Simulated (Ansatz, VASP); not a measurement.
**Two plane-wave programs on SnO**

```
Sn O
1.0
     3.80200    0.00000    0.00000
     0.00000    3.80200    0.00000
     0.00000    0.00000    4.83600
Sn O
2 2
Cartesian
  0.0000 1.9010 1.1534
  1.9010 0.0000 3.6826
  -0.6000 0.0000 0.6000
  1.9010 1.9010 0.0000
```

Alike in both runs: task single point; functional PBEsol; k mesh 12 × 12 × 10; occupations gaussian, width 0.15 eV; no spin polarisation.

```csv
,VASP,Ansatz
version,VASP 6.6.1,Ansatz 0.2.0
potentials or method,"VASP PAW PBE potentials, release 64 (Sn_d, O), cutoff 520 eV","scalar-relativistic, plane waves, PAW"
valence electrons in the cell,40,40
```

Ansatz gave:

| Quantity | Value |
| --- | --- |
| gap on the k mesh at the Fermi level (eV) | none |
| pressure (GPa) | 4.5 |
| traceless stress, the component that is largest in VASP (GPa) | 8.07 |
| rms of the force components (eV/Å) | 0.963 |

**Question.** What did VASP give for the same quantities?

**Answer.** gap on the k mesh at the Fermi level (eV): none; pressure (GPa): 4.7; traceless stress, the component that is largest in VASP (GPa): 8.28; rms of the force components (eV/Å): 0.973.

VASP's potentials were made for PBE, not for PBEsol. Atom by atom the forces differ by 0.033 eV/Å (rms over components). A gap of «none» marks a metal or a gap that the smearing closes. The functional is the same, so the differences come from potentials, cutoffs and numerics.
